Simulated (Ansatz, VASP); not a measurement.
# Ba: VASP beside Ansatz

```
Ba
1.0
     3.57493   -2.53717    0.00000
     3.57493    2.53717    0.00000
     0.00000    0.00000    7.18202
Ba
2
Direct
  0.75003 0.24997 0.25000
  0.24997 0.75003 0.75000
```

Alike in both runs: functional r2SCAN; k mesh 10 × 10 × 6; occupations gaussian, width 0.1 eV; no spin polarisation.

Ansatz relaxed the structure, and its values are those at the end. VASP's run is a single point on that final structure, the one shown.

|  | VASP | Ansatz |
| --- | --- | --- |
| version | VASP 6.6.1 | Ansatz 0.2.0 |
| potentials or method | VASP PAW PBE potentials, release 64 (Ba_sv), cutoff 520 eV | scalar-relativistic, plane waves, PAW |
| valence electrons in the cell | 20 | 20 |

|  | VASP | Ansatz | Ansatz less VASP |
| --- | --- | --- | --- |
| gap on the k mesh at the Fermi level (eV) | none | none | - |
| pressure (GPa) | 0.1 | 0.0 | -0.06 |

VASP's potentials were made for PBE, not for r2SCAN. A gap of «none» marks a metal or a gap that the smearing closes. The functional is the same, so the differences come from potentials, cutoffs and numerics.

Spin-orbit coupling is off throughout.
